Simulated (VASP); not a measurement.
The system is TiCo.

```
Co Ti
1.0
     3.00589    0.00000    0.00000
     0.00000    3.00589    0.00000
     0.00000    0.00000    3.00589
Co Ti
1 1
Cartesian
  1.5029 1.5029 1.5029
  0.0000 0.0000 0.0000
```

Base run:

```yaml
Program: VASP 6.6.1
Functional: PBE
Potentials_or_basis: VASP PAW PBE potentials, release 64 (Co, Ti_sv)
Cutoff: 520 eV
k_mesh: 9 × 9 × 9
Occupations: fermi-dirac, width 0.05 eV
Spin: collinear spin, ferromagnetic start
Starting_moments: "[2.0, 1.0] μB"
```

Its results: pressure -4.1 GPa; net moment 0.82 μB per cell; site moments Co +0.93; Ti -0.04 μB.

Task: The run is repeated on the same cell with these changes: functional from PBE to PBE0; k mesh from 9 × 9 × 9 to 4 × 4 × 4. What comes out?

Result: Pressure -2.1 GPa; net moment 0.91 μB per cell; site moments Co +1.61; Ti -0.41 μB.

Several settings changed at once, so the effect can't be laid on one alone.

Caveats: some runs use coarse meshes; the PAW data sets were made with another functional, which shifts forces and pressure a little (some runs).
